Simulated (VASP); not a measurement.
# Co (P6_3/mmc) in VASP: single point with PBE

Aim: the single point of Co with PBE.

Program: VASP 6.6.1. These are calculated values, not measurements. Logs are shortened: lines on timing, memory, paths and dates and some standing lists are left out, and cuts for length are marked.

## Step 1: The cell of the first run

The structure is hexagonal, space group P6_3/mmc (No. 194). The conventional cell has a = 2.519 Å, b = 2.519 Å, c = 4.091 Å, α = 90.00°, β = 90.00°, γ = 120.00°. Within 3.3 Å of Co (site symmetry -6m2) lie 12 Co at 2.51 to 2.52 Å.

## Step 2: Single point, PBE, collinear spin, ferromagnetic start

Contents of INCAR:

```
SYSTEM = Co
PREC = Accurate ; ENCUT = 520
EDIFF = 1E-6 ; ISMEAR = -1
SIGMA = 0.1 ; LREAL = .False.
LASPH = .True. ; NELM = 150
ALGO = Normal ; ISIF = 2
LWAVE = .False. ; LCHARG = .False.
ISPIN = 2 ; MAGMOM = 3 3
LORBIT = 11 ; LMAXMIX = 4
GGA = PE ; NBANDS = 20
```

Contents of KPOINTS:

```
Automatic mesh
0
Gamma
  12 12 7
  0 0 0
```

Contents of POSCAR:

```
Co
1.0
    2.5190008700      0.0000000000      0.0000000000
   -1.2595004300      2.1815187500      0.0000000000
    0.0000000000      0.0000000000      4.0910000000
Co
2
Direct
    0.3333333300      0.6666666700      0.2500000000
    0.6666666700      0.3333333300      0.7500000000
```

Potentials or basis: VASP PAW PBE potentials, release 64 (Co).

Started as:

```console
cat potpaw_PBE.64/Co/POTCAR > POTCAR
mpirun -np 1 vasp_std > vasp.out
```

OUTCAR:

```text
SYSTEM = Co
   PREC = Accurate
   ENCUT = 520
   EDIFF = 1E-6
   ISMEAR = -1
   LREAL = .False.
   LASPH = .True.
   NELM = 150
   ISIF = 2
   ISPIN = 2
   LORBIT = 11
   GGA = PE

 ion  position               nearest neighbor table
   1  0.333  0.667  0.250-   2 2.51   2 2.51   2 2.51   2 2.51   2 2.51   2 2.51
   2  0.667  0.333  0.750-   1 2.51   1 2.51   1 2.51   1 2.51   1 2.51   1 2.51

  LATTYP: Found a hexagonal cell.
 ALAT       =     2.5190008700
 C/A-ratio  =     1.6240566046

  Lattice vectors:

 A1 = (   2.5190008700,   0.0000000000,   0.0000000000)
 A2 = (  -1.2595004300,   2.1815187500,   0.0000000000)
 A3 = (   0.0000000000,   0.0000000000,   4.0910000000)

Analysis of symmetry for initial positions (statically):
=====================================================================
 Subroutine PRICEL returns:
 Original cell was already a primitive cell.

 Routine SETGRP: Setting up the symmetry group for a
 hexagonal supercell.

 Subroutine GETGRP returns: Found 24 space group operations
 (whereof 12 operations were pure point group operations)
 out of a pool of 24 trial point group operations.

The static configuration has the point symmetry D_3d.
 The point group associated with its full space group is D_6h.

Analysis of symmetry for dynamics (positions and initial velocities):
=====================================================================
 Subroutine PRICEL returns:
 Original cell was already a primitive cell.

 Routine SETGRP: Setting up the symmetry group for a
 hexagonal supercell.

 Subroutine GETGRP returns: Found 24 space group operations
 (whereof 12 operations were pure point group operations)
 out of a pool of 24 trial point group operations.

The dynamic configuration has the point symmetry D_3d.
 The point group associated with its full space group is D_6h.

Analysis of structural, dynamic, and magnetic symmetry:
=====================================================================
 Subroutine PRICEL returns:
 Original cell was already a primitive cell.

 Routine SETGRP: Setting up the symmetry group for a
 hexagonal supercell.

 Subroutine GETGRP returns: Found 24 space group operations
 (whereof 12 operations were pure point group operations)
 out of a pool of 24 trial point group operations.

The overall configuration has the point symmetry D_3d.
 The point group associated with its full space group is D_6h.

 Subroutine INISYM returns: Found 24 space group operations
 (whereof 12 operations are pure point group operations),
 and found     1 'primitive' translations

[... 111 lines left out ...]
   IALGO  =     38    algorithm
   IMIX   =      4    mixing-type and parameters
     AMIX     =   0.40;   BMIX     =  1.00
     AMIX_MAG =   1.60;   BMIX_MAG =  1.00
  volume/ion in A,a.u.               =      11.24        75.85
  Fermi-wavevector in a.u.,A,eV,Ry     =   1.520174  2.872713 31.442115  2.310930
  Thomas-Fermi vector in A             =   2.629061
   LORBIT       =     11    0 simple, 1 ext, 2 COOP (PROOUT), +10 PAW based schemes
   GGA     = PE    functional components
   LHFCALC =     F    Hartree Fock is set to
   AEXX    =    0.0000 exact exchange contribution
   IVDW    =     0    specifies the selected vdW correction
   LEPSILON=     F    determine dielectric tensor
   LRPA    =     F    only Hartree local field effects (RPA)
 spin polarized calculation
  energy-cutoff  :      520.00
  volume of cell :       22.48
 maximum number of plane-waves:       616
 NGX is ok and might be reduce to    20
   NGX =  9   NGY =  9   NGZ = 15

 number of electron      18.0000005 magnetization       3.2810949

 Free energy of the ion-electron system (eV)
  ---------------------------------------------------
  ext. energy  EPLUGINS =         0.00000000
  ---------------------------------------------------
  free energy    TOTEN  =       -14.07959927 eV

  energy without entropy =      -14.01329480  energy(sigma->0) =      -14.04644704

 E-fermi :   9.7682     XC(G=0): -13.1972

 val. band max:        9.7643296136   @ k =   0.2500   0.1667   0.4286
 cond. band min:       9.7712867211   @ k =   0.0000   0.0000   0.1429
 fundamental gap:      0.0069571076
 Fermi energy:         9.7682467879

 spin component 1

 k-point     1 :       0.0000    0.0000    0.0000
  band No.  band energies     occupation
      1       1.0608      1.00000
      2       4.7898      1.00000
      3       7.1767      1.00000
      4       7.2183      1.00000
      5       7.2183      1.00000
      6       7.5067      1.00000
[... 541 lines left out ...]
     19      32.5417      0.00000
     20      33.8810      0.00000

 [... further k-points ...]

 spin component 2

 k-point     1 :       0.0000    0.0000    0.0000
  band No.  band energies     occupation
      1       1.0532      1.00000
      2       5.7461      1.00000
      3       8.8281      0.99992
      4       8.8863      0.99985
      5       8.8863      0.99985
      6       9.2272      0.99555
[... 541 lines left out ...]
     19      32.5438      0.00000
     20      34.2138      0.00000

 [... further k-points ...]
[... 5 lines left out ...]
  --------------------------------------------------------------------------------------
  -------------------------------------------------------------------------------------
  Total       -0.9107224     -0.9107224     -1.1126989     -0.0000000     -0.0000000      0.0000000
  in kB      -64.9052535    -64.9052538    -79.2996907     -0.0000001     -0.0000000      0.0000000
  external PRESSURE =     -69.7033993 kB  Pullay stress =       0.0000000 kB

 VOLUME and BASIS-vectors are now :
 -----------------------------------------------------------------------------
  energy-cutoff  :      520.00
  volume of cell :       22.48
      direct lattice vectors                 reciprocal lattice vectors
     2.519000870  0.000000000  0.000000000     0.396982793  0.229198121  0.000000000
    -1.259500430  2.181518750  0.000000000     0.000000000  0.458396243  0.000000000
     0.000000000  0.000000000  4.091000000     0.000000000  0.000000000  0.244439012

 POSITION                                       TOTAL-FORCE (eV/Angst)
 -----------------------------------------------------------------------------------
     -0.00000      1.45435      1.02275         0.000000     -0.000000      0.000000
      1.25950      0.72717      3.06825        -0.000000      0.000000      0.000000
 -----------------------------------------------------------------------------------
    total drift:                               -0.000000      0.000000     -0.000000

  FREE ENERGIE OF THE ION-ELECTRON SYSTEM (eV)
  ---------------------------------------------------
  free  energy   TOTEN  =       -14.0795992736 eV

  energy  without entropy=      -14.0132948003  energy(sigma->0) =      -14.04644704

 total charge

# of ion       s       p       d       tot
------------------------------------------
    1        0.474   0.492   7.240   8.206
    2        0.474   0.492   7.240   8.206
--------------------------------------------------
tot          0.949   0.983  14.480  16.412

 magnetization (x)

# of ion       s       p       d       tot
------------------------------------------
    1       -0.014  -0.052   1.733   1.667
    2       -0.014  -0.052   1.733   1.667
--------------------------------------------------
tot         -0.028  -0.104   3.465   3.333
```

OSZICAR:

```text
N       E                     dE             d eps       ncg     rms          rms(c)
DAV:   1     0.853785005744E+02    0.85379E+02   -0.82325E+03  6456   0.120E+03
DAV:   2    -0.113248576245E+02   -0.96703E+02   -0.87148E+02  6180   0.215E+02
DAV:   3    -0.156545715233E+02   -0.43297E+01   -0.41959E+01  6912   0.559E+01
DAV:   4    -0.157198508303E+02   -0.65279E-01   -0.65237E-01  7484   0.594E+00
DAV:   5    -0.157217380831E+02   -0.18873E-02   -0.18872E-02  7108   0.965E-01    0.156E+01
DAV:   6    -0.145186221059E+02    0.12031E+01   -0.77140E+00  6868   0.560E+01    0.692E+00
DAV:   7    -0.141124999839E+02    0.40612E+00   -0.12223E+00  6948   0.207E+01    0.369E+00
DAV:   8    -0.140935340057E+02    0.18966E-01   -0.17242E-02  8056   0.142E+00    0.153E+00
DAV:   9    -0.140807916030E+02    0.12742E-01   -0.33095E-03  9556   0.933E-01    0.480E-01
DAV:  10    -0.140795911961E+02    0.12004E-02   -0.58848E-04  7904   0.282E-01    0.650E-02
DAV:  11    -0.140796030871E+02   -0.11891E-04   -0.53324E-05  9112   0.110E-01    0.264E-02
DAV:  12    -0.140796002276E+02    0.28595E-05   -0.73984E-06  6504   0.231E-02    0.161E-02
DAV:  13    -0.140795992736E+02    0.95398E-06   -0.11932E-06  4948   0.122E-02
   1 F= -.14079599E+02 E0= -.14046447E+02  d E =-.663045E-01  mag=     3.2810
```

It took 52 s on 1 thread of AMD EPYC 7R43 (Zen 3), shared host; peak memory 0.14 GiB.

Results:

- Free energy: -14.0796 eV
- Pressure: -7.0 GPa
- Net moment: 3.28 μB per cell
- Site moments: Co +1.67 μB
- Valence electrons inside the program's atomic spheres: Co 8.21

Stress tensor (GPa, compression positive):
```
-6.49  0.00  0.00
 0.00 -6.49  0.00
 0.00  0.00 -7.93
```

Levels at points of the mesh, in eV from the Fermi level:
Spin up:
```csv
k point,band 8,band 9,band 10,band 11,band 12,band 13,band 14,band 15
"(0.00, 0.00, 0.00)",-1.92,-1.92,-0.90,-0.90,-0.10,5.98,21.72,23.98
"(0.50, 0.00, 0.00)",-0.76,-0.70,-0.62,1.21,3.14,9.38,9.98,12.38
```
Spin down:
```
           k point  band 5  band 6  band 7  band 8  band 9  band 10
(0.00, 0.00, 0.00)   -0.88   -0.54   -0.54   -0.18   -0.12    -0.12
(0.50, 0.00, 0.00)   -1.02   -0.97   -0.58    1.15    1.26     1.30
```
